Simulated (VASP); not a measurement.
A run of VASP 6.6.1 is set up as follows.

Contents of INCAR:

```
PREC     = Accurate       # precision mode
ENCUT    = 520            # plane-wave cutoff, eV
EDIFF    = 1E-6           # SCF threshold, eV
ISMEAR   = -1             # smearing method
SIGMA    = 0.08           # smearing width, eV
LREAL    = False          # projectors in reciprocal space
LASPH    = True           # aspherical terms in the spheres
NELM     = 100            # most SCF steps
ALGO     = Normal         # electronic algorithm
ISIF     = 2              # what is computed and relaxed
LWAVE    = False          # write WAVECAR
LCHARG   = False          # write CHGCAR
NBANDS   = 15             # bands
```

The input KPOINTS:

```
Automatic mesh
0
Gamma
  12 12 12
```

The input POSCAR:

```
Al2Pt
1.0
    0.0000000000      2.9648173479      2.9648173479
    2.9648173479      0.0000000000      2.9648173479
    2.9648173479      2.9648173479      0.0000000000
Al Pt
2 1
Direct
    0.2500000000      0.2500000000      0.2500000000
    0.7500000000      0.7500000000      0.7500000000
    0.0000000000      0.0000000000      0.0000000000
```

Potentials or basis: VASP PAW LDA potentials, release 64 (Al, Pt).

Launch:

```sh
$ cat potpaw_LDA.64/Al/POTCAR potpaw_LDA.64/Pt/POTCAR > POTCAR
$ mpirun -np 1 vasp_std > vasp.out
```

Q: Predict the band gap on the k mesh.

A: Zero (band 8 reaches 11.41 eV, above the bottom of band 9 at 6.02 eV).

Q: Predict the pressure.

A: -4.8 GPa.

Caveat: spin-orbit coupling is left out, which moves the levels of the heavy elements.
